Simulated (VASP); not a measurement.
# B: single point with PBE

B:

```
B
1.0
     2.65293   -1.66383    0.00000
     2.65293    1.66383    0.00000
     0.00000    0.00000    2.98326
B
4
Direct
  0.51184 0.81481 0.75000
  0.81481 0.51184 0.25000
  0.18519 0.48816 0.75000
  0.48816 0.18519 0.25000
```

```yaml
Program: VASP 6.6.1
Task: single point
Functional: PBE
Potentials_or_basis: VASP PAW PBE potentials, release 64 (B)
Cutoff: 520 eV
k_mesh: 16 × 16 × 16
Occupations: gaussian, width 0.1 eV
Spin: no spin polarisation
Dipole_correction: no
Further_INCAR_settings: ALGO = Normal; EDIFF = 1e-06; NBANDS = 14
```

The pressure is 0.0 GPa and the largest force is 0.006 eV/Å. The band gap on the k mesh is zero (bands 6 and 7 overlap by 0.64 eV).

Forces on the atoms (eV/Å):
```
B    0.006 -0.001  0.000
B    0.006  0.001  0.000
B   -0.006 -0.001  0.000
B   -0.006  0.001  0.000
```

Levels at points of the mesh, in eV from the Fermi level:
| k point | band 4 | band 5 | band 6 | band 7 | band 8 | band 9 |
| --- | --- | --- | --- | --- | --- | --- |
| (0.00, 0.00, 0.00) | -4.51 | -3.80 | -1.63 | 0.51 | 2.60 | 2.85 |
| (0.50, 0.00, 0.00) | -4.27 | -3.32 | -2.33 | 0.70 | 1.19 | 7.27 |
| (0.50, 0.50, 0.00) | -6.30 | -4.77 | -0.05 | 0.38 | 2.42 | 4.42 |
| (0.00, 0.00, 0.50) | -4.14 | -1.81 | -1.81 | 2.99 | 2.99 | 3.23 |
| (0.50, 0.00, 0.50) | -10.08 | -4.25 | -4.25 | 3.02 | 3.02 | 10.02 |
| (0.50, 0.50, 0.50) | -9.19 | -5.45 | -5.45 | 1.03 | 1.03 | 10.51 |

It took 52 s on 1 thread of Intel(R) Xeon(R) 6975P-C (Granite Rapids), with other jobs on the host, peak memory 0.27 GiB.
